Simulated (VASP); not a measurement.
# Ti (Im-3m) in VASP: further runs, part 2 of 2

VASP 6.6.1.

## 4. Single point, PBEsol

This run uses another cell than the first one, of 13.74 Å³/atom, 1.085 times its volume.

Contents of INCAR:

```
SYSTEM = Ti
ALGO = Normal
EDIFF = 1E-6
ENCUT = 520
GGA = PS
ISIF = 2
ISMEAR = -1
LASPH = .True.
LCHARG = .False.
LREAL = .False.
LWAVE = .False.
NBANDS = 12
NELM = 80
PREC = Accurate
SIGMA = 0.05
```

Contents of KPOINTS:

```
k-points
0
Gamma
  7 7 7
  0 0 0
```

Contents of POSCAR:

```
Ti
1.0
   -1.5089269448      1.5089269448      1.5089269448
    1.5089269448     -1.5089269448      1.5089269448
    1.5089269448      1.5089269448     -1.5089269448
Ti
1
Direct
    0.0000000000      0.0000000000      0.0000000000
```

Potentials or basis: VASP PAW PBE potentials, release 64 (Ti_sv).

On the command line:

```
cat potpaw_PBE.64/Ti_sv/POTCAR > POTCAR
mpirun -np 1 vasp_std > vasp.out
```

OUTCAR:

```text
SYSTEM = Ti
   EDIFF = 1E-6
   ENCUT = 520
   GGA = PS
   ISIF = 2
   ISMEAR = -1
   LASPH = .True.
   LREAL = .False.
   NELM = 80
   PREC = Accurate

 ion  position               nearest neighbor table
   1  0.000  0.000  0.000-

  LATTYP: Found a body centered cubic cell.
 ALAT       =     3.0178538896

  Lattice vectors:

 A1 = (  -1.5089269448,   1.5089269448,   1.5089269448)
 A2 = (   1.5089269448,  -1.5089269448,   1.5089269448)
 A3 = (   1.5089269448,   1.5089269448,  -1.5089269448)

Analysis of symmetry for initial positions (statically):
=====================================================================
 Subroutine PRICEL returns:
 Original cell was already a primitive cell.

 Routine SETGRP: Setting up the symmetry group for a
 body centered cubic supercell.

 Subroutine GETGRP returns: Found 48 space group operations
 (whereof 48 operations were pure point group operations)
 out of a pool of 48 trial point group operations.

The static configuration has the point symmetry O_h .

[... 159 lines left out ...]
 k-point     1 :       0.0000    0.0000    0.0000
  band No.  band energies     occupation
      1     -45.3055      2.00000
      2     -20.8424      2.00000
      3     -20.8424      2.00000
      4     -20.8424      2.00000
      5       4.2729      2.00000
      6      11.7721      0.00000
      7      11.7721      0.00000
      8      11.7721      0.00000
      9      14.1202      0.00000
     10      14.1202      0.00000
     11      29.7391      0.00000
     12      29.7391      0.00000
[... 271 lines left out ...]
 k-point    20 :      -0.4286    0.4286    0.4286
  band No.  band energies     occupation
      1     -44.7717      2.00000
      2     -21.7845      2.00000
      3     -21.7270      2.00000
      4     -21.7270      2.00000
      5       7.8097      2.00000
      6       7.8547      2.00000
      7      15.0192      0.00000
      8      15.0192      0.00000
      9      15.5702      0.00000
     10      19.8772      0.00000
     11      22.3504      0.00000
     12      22.3504      0.00000

------------------------ aborting loop because EDIFF is reached ----------------------------------------

  FORCE on cell =-STRESS in cart. coord.  units (eV):
  Direction    XX          YY          ZZ          XY          YZ          ZX
  --------------------------------------------------------------------------------------
  -------------------------------------------------------------------------------------
  Total        2.5167891      2.5167891      2.5167891      0.0000000     -0.0000000      0.0000000
  in kB      293.4220710    293.4220710    293.4220710      0.0000000     -0.0000000      0.0000000
  external PRESSURE =     293.4220710 kB  Pullay stress =       0.0000000 kB

 VOLUME and BASIS-vectors are now :
 -----------------------------------------------------------------------------
  energy-cutoff  :      520.00
  volume of cell :       13.74
      direct lattice vectors                 reciprocal lattice vectors
    -1.508926945  1.508926945  1.508926945     0.000000000  0.331361304  0.331361304
     1.508926945 -1.508926945  1.508926945     0.331361304  0.000000000  0.331361304
     1.508926945  1.508926945 -1.508926945     0.331361304  0.331361304  0.000000000

 POSITION                                       TOTAL-FORCE (eV/Angst)
 -----------------------------------------------------------------------------------
      0.00000      0.00000      0.00000         0.000000      0.000000      0.000000
 -----------------------------------------------------------------------------------
    total drift:                                0.000000     -0.000000      0.000000

  FREE ENERGIE OF THE ION-ELECTRON SYSTEM (eV)
  ---------------------------------------------------
  free  energy   TOTEN  =        -7.9833553318 eV

  energy  without entropy=       -7.9535359853  energy(sigma->0) =       -7.96844566
```

OSZICAR:

```text
N       E                     dE             d eps       ncg     rms          rms(c)
DAV:   1     0.900753058121E+02    0.90075E+02   -0.66161E+03   488   0.129E+03
DAV:   2    -0.504922343465E+01   -0.95125E+02   -0.92438E+02   492   0.306E+02
DAV:   3    -0.862644941398E+01   -0.35772E+01   -0.35532E+01   584   0.640E+01
DAV:   4    -0.872385582728E+01   -0.97406E-01   -0.97324E-01   564   0.837E+00
DAV:   5    -0.872649809838E+01   -0.26423E-02   -0.26422E-02   528   0.127E+00    0.113E+01
DAV:   6    -0.796216653666E+01    0.76433E+00   -0.15586E+00   512   0.193E+01    0.355E+00
DAV:   7    -0.796231317394E+01   -0.14664E-03   -0.11539E-01   604   0.433E+00    0.163E+00
DAV:   8    -0.798325605654E+01   -0.20943E-01   -0.55881E-02   504   0.299E+00    0.312E-01
DAV:   9    -0.798330971767E+01   -0.53661E-04   -0.81832E-03   584   0.104E+00    0.123E-01
DAV:  10    -0.798338052496E+01   -0.70807E-04   -0.58148E-04   524   0.284E-01    0.217E-02
DAV:  11    -0.798335543457E+01    0.25090E-04   -0.32265E-05   552   0.823E-02    0.818E-03
DAV:  12    -0.798335533181E+01    0.10275E-06   -0.17627E-06   484   0.136E-02
   1 F= -.79833553E+01 E0= -.79684457E+01  d E =-.298193E-01
```

stdout:

```text
POSCAR found type information on POSCAR Ti
 POSCAR found :  1 types and       1 ions
 scaLAPACK will be used
 -----------------------------------------------------------------------------
|                                                                             |
|                                                                             |
|     You enforced a specific xc type in the INCAR file but a different       |
|     I HOPE YOU KNOW WHAT YOU ARE DOING!                                     |
|                                                                             |
 -----------------------------------------------------------------------------

 LDA part: xc-table for (Slater+PW92), standard interpolation
 POSCAR, INCAR and KPOINTS ok, starting setup
 FFT: planning ... GRIDC
 FFT: planning ... GRID_SOFT
 FFT: planning ... GRID
 WAVECAR not read
 entering main loop
```

Wall time 3.3 s (1 thread of Intel Xeon 6975P-C, shared host); peak memory 0.12 GiB.

What came out:

| Quantity | Value |
| --- | --- |
| Free energy | -7.9834 eV |
| Pressure | 29.3 GPa |
| Band gap on the k mesh | zero (band 6 reaches 11.77 eV, above the bottom of band 7 at 10.07 eV) |

Levels at points of the mesh, in eV from the Fermi level:
```
           k point  band 2  band 3  band 4  band 5  band 6  band 7  band 8  band 9  band 10  band 11
(0.00, 0.00, 0.00)  -31.53  -31.53  -31.53   -6.42    1.08    1.08    1.08    3.43     3.43    19.05
```

Caveat: the k points lie up to 0.42 Å⁻¹ apart; the PAW data sets were made with another functional, which shifts forces and pressure a little.

## 5. Single point, PBEsol

This run uses another cell than the first one, of 16.75 Å³/atom, 1.323 times its volume.

Contents of INCAR:

```
SYSTEM = Ti
  PREC = Accurate
  ENCUT = 520
  EDIFF = 1E-6
  ISMEAR = -1
  SIGMA = 0.05
  LREAL = .FALSE.
  LASPH = .TRUE.
  NELM = 80
  ALGO = Normal
  ISIF = 2
  LWAVE = .FALSE.
  LCHARG = .FALSE.
  GGA = PS
  NBANDS = 12
```

Contents of KPOINTS:

```
Automatic mesh
0
G
  7 7 7
  0 0 0
```

Contents of POSCAR:

```
Ti
1.0
   -1.6118303942      1.6118303942      1.6118303942
    1.6118303942     -1.6118303942      1.6118303942
    1.6118303942      1.6118303942     -1.6118303942
Ti
1
Direct
    0.0000000000      0.0000000000      0.0000000000
```

Potentials or basis: VASP PAW PBE potentials, release 64 (Ti_sv).

On the command line:

```
cat potpaw_PBE.64/Ti_sv/POTCAR > POTCAR
mpirun -np 1 vasp_std > vasp.out
```

OUTCAR:

```text
SYSTEM = Ti
   PREC = Accurate
   ENCUT = 520
   EDIFF = 1E-6
   ISMEAR = -1
   LREAL = .FALSE.
   LASPH = .TRUE.
   NELM = 80
   ISIF = 2
   GGA = PS

 ion  position               nearest neighbor table
   1  0.000  0.000  0.000-

  LATTYP: Found a body centered cubic cell.
 ALAT       =     3.2236607884

  Lattice vectors:

 A1 = (  -1.6118303942,   1.6118303942,   1.6118303942)
 A2 = (   1.6118303942,  -1.6118303942,   1.6118303942)
 A3 = (   1.6118303942,   1.6118303942,  -1.6118303942)

Analysis of symmetry for initial positions (statically):
=====================================================================
 Subroutine PRICEL returns:
 Original cell was already a primitive cell.

 Routine SETGRP: Setting up the symmetry group for a
 body centered cubic supercell.

 Subroutine GETGRP returns: Found 48 space group operations
 (whereof 48 operations were pure point group operations)
 out of a pool of 48 trial point group operations.

The static configuration has the point symmetry O_h .

Analysis of symmetry for dynamics (positions and initial velocities):
=====================================================================
 Subroutine PRICEL returns:
 Original cell was already a primitive cell.

 Routine SETGRP: Setting up the symmetry group for a
 body centered cubic supercell.

 Subroutine GETGRP returns: Found 48 space group operations
 (whereof 48 operations were pure point group operations)
 out of a pool of 48 trial point group operations.

The dynamic configuration has the point symmetry O_h .

 Subroutine INISYM returns: Found 48 space group operations
 (whereof 48 operations are pure point group operations),
 and found     1 'primitive' translations

----------------------------------------------------------------------------------------

[... 109 lines left out ...]
   LORBIT       =      0    0 simple, 1 ext, 2 COOP (PROOUT), +10 PAW based schemes
   GGA     = PS    functional components
   LHFCALC =     F    Hartree Fock is set to
   AEXX    =    0.0000 exact exchange contribution
   IVDW    =     0    specifies the selected vdW correction
   LEPSILON=     F    determine dielectric tensor
   LRPA    =     F    only Hartree local field effects (RPA)
 non-spin polarized calculation
  energy-cutoff  :      520.00
  volume of cell :       16.75
 maximum number of plane-waves:       466
 NGX is ok and might be reduce to    24
   NGX = 11   NGY = 11   NGZ = 11

 number of electron      11.9999998 magnetization

 Free energy of the ion-electron system (eV)
  ---------------------------------------------------
  ext. energy  EPLUGINS =         0.00000000
  ---------------------------------------------------
  free energy    TOTEN  =        -8.23339185 eV

  energy without entropy =       -8.21459028  energy(sigma->0) =       -8.22399106

 E-fermi :   8.3382     XC(G=0): -11.8132

 val. band max:        8.2434307038   @ k =  -0.4286   0.4286   0.1429
 cond. band min:       8.3724722943   @ k =   0.2857   0.0000   0.0000
 fundamental gap:      0.1290415905
 Fermi energy:         8.3381805275

 k-point     1 :       0.0000    0.0000    0.0000
  band No.  band energies     occupation
      1     -47.9539      2.00000
      2     -23.8562      2.00000
      3     -23.8562      2.00000
      4     -23.8562      2.00000
      5       2.3075      2.00000
      6       9.3102      0.00000
      7       9.3102      0.00000
      8       9.3102      0.00000
      9      11.1599      0.00000
     10      11.1599      0.00000
     11      26.0201      0.00000
     12      26.0201      0.00000
[... 271 lines left out ...]
 k-point    20 :      -0.4286    0.4286    0.4286
  band No.  band energies     occupation
      1     -47.7026      2.00000
      2     -24.3790      2.00000
      3     -24.3506      2.00000
      4     -24.3506      2.00000
      5       6.2631      2.00000
      6       6.2882      2.00000
      7      11.7938      0.00000
      8      11.7938      0.00000
      9      12.2250      0.00000
     10      15.7568      0.00000
     11      17.9493      0.00000
     12      17.9493      0.00000

------------------------ aborting loop because EDIFF is reached ----------------------------------------

  FORCE on cell =-STRESS in cart. coord.  units (eV):
  Direction    XX          YY          ZZ          XY          YZ          ZX
  --------------------------------------------------------------------------------------
  -------------------------------------------------------------------------------------
  Total       -0.0213603     -0.0213603     -0.0213603     -0.0000000      0.0000000      0.0000000
  in kB       -2.0431532     -2.0431532     -2.0431532     -0.0000000      0.0000000      0.0000000
  external PRESSURE =      -2.0431532 kB  Pullay stress =       0.0000000 kB

 VOLUME and BASIS-vectors are now :
 -----------------------------------------------------------------------------
  energy-cutoff  :      520.00
  volume of cell :       16.75
      direct lattice vectors                 reciprocal lattice vectors
    -1.611830394  1.611830394  1.611830394     0.000000000  0.310206335  0.310206335
     1.611830394 -1.611830394  1.611830394     0.310206335  0.000000000  0.310206335
     1.611830394  1.611830394 -1.611830394     0.310206335  0.310206335  0.000000000

 POSITION                                       TOTAL-FORCE (eV/Angst)
 -----------------------------------------------------------------------------------
      0.00000      0.00000      0.00000         0.000000      0.000000      0.000000
 -----------------------------------------------------------------------------------
    total drift:                                0.000000      0.000000      0.000000

  FREE ENERGIE OF THE ION-ELECTRON SYSTEM (eV)
  ---------------------------------------------------
  free  energy   TOTEN  =        -8.2333918460 eV

  energy  without entropy=       -8.2145902769  energy(sigma->0) =       -8.22399106
```

OSZICAR:

```text
N       E                     dE             d eps       ncg     rms          rms(c)
DAV:   1     0.863087270587E+02    0.86309E+02   -0.65781E+03   480   0.121E+03
DAV:   2    -0.497749750527E+01   -0.91286E+02   -0.88874E+02   488   0.296E+02
DAV:   3    -0.928792909672E+01   -0.43104E+01   -0.42635E+01   676   0.647E+01
DAV:   4    -0.935726858051E+01   -0.69339E-01   -0.69192E-01   532   0.733E+00
DAV:   5    -0.935883510256E+01   -0.15665E-02   -0.15665E-02   564   0.997E-01    0.896E+00
DAV:   6    -0.823925840470E+01    0.11196E+01   -0.23881E+00   516   0.228E+01    0.222E+00
DAV:   7    -0.822434541981E+01    0.14913E-01   -0.97601E-02   572   0.350E+00    0.129E+00
DAV:   8    -0.823296195580E+01   -0.86165E-02   -0.39571E-02   504   0.239E+00    0.123E-01
DAV:   9    -0.823333883104E+01   -0.37688E-03   -0.28678E-03   584   0.545E-01    0.854E-02
DAV:  10    -0.823341203053E+01   -0.73199E-04   -0.32473E-04   528   0.203E-01    0.137E-02
DAV:  11    -0.823339264192E+01    0.19389E-04   -0.27599E-05   572   0.793E-02    0.117E-02
DAV:  12    -0.823339184603E+01    0.79589E-06   -0.38209E-06   516   0.233E-02
   1 F= -.82333918E+01 E0= -.82239911E+01  d E =-.188016E-01
```

stdout:

```text
POSCAR found type information on POSCAR Ti
 POSCAR found :  1 types and       1 ions
 scaLAPACK will be used
 -----------------------------------------------------------------------------
|                                                                             |
|                                                                             |
|     You enforced a specific xc type in the INCAR file but a different       |
|     I HOPE YOU KNOW WHAT YOU ARE DOING!                                     |
|                                                                             |
 -----------------------------------------------------------------------------

 LDA part: xc-table for (Slater+PW92), standard interpolation
 POSCAR, INCAR and KPOINTS ok, starting setup
 FFT: planning ... GRIDC
 FFT: planning ... GRID_SOFT
 FFT: planning ... GRID
 WAVECAR not read
 entering main loop
```

Wall time 4 s (1 thread of Intel Xeon 6975P-C, shared host); peak memory 0.13 GiB.

What came out:

* Free energy: -8.2334 eV
* Pressure: -0.2 GPa
* Band gap on the k mesh: zero (band 6 reaches 9.31 eV, above the bottom of band 7 at 7.81 eV)

Caveat: the k points lie up to 0.39 Å⁻¹ apart; the PAW data sets were made with another functional, which shifts forces and pressure a little.

## 6. Summary

```tsv
cell	gap on the mesh (eV)	pressure (GPa)
a = 2.543 Å, angles 109.5°, 1 atom	none	44.1
a = 2.694 Å, angles 109.5°, 1 atom	none	14.5
a = 2.614 Å, angles 109.5°, 1 atom	none	29.3
a = 2.792 Å, angles 109.5°, 1 atom	none	-0.2
```

Alike in all rows: task single point; level PBEsol; potentials or basis VASP PAW PBE potentials, release 64 (Ti_sv); no spin polarisation; k mesh 7 × 7 × 7; cutoff (eV) 520; smearing fermi-dirac 0.05 eV.

Caveats: all runs use coarse meshes; the PAW data sets were made with another functional, which shifts forces and pressure a little.

Total energies depend on the potentials used, so only differences within one code and one set of settings carry meaning.
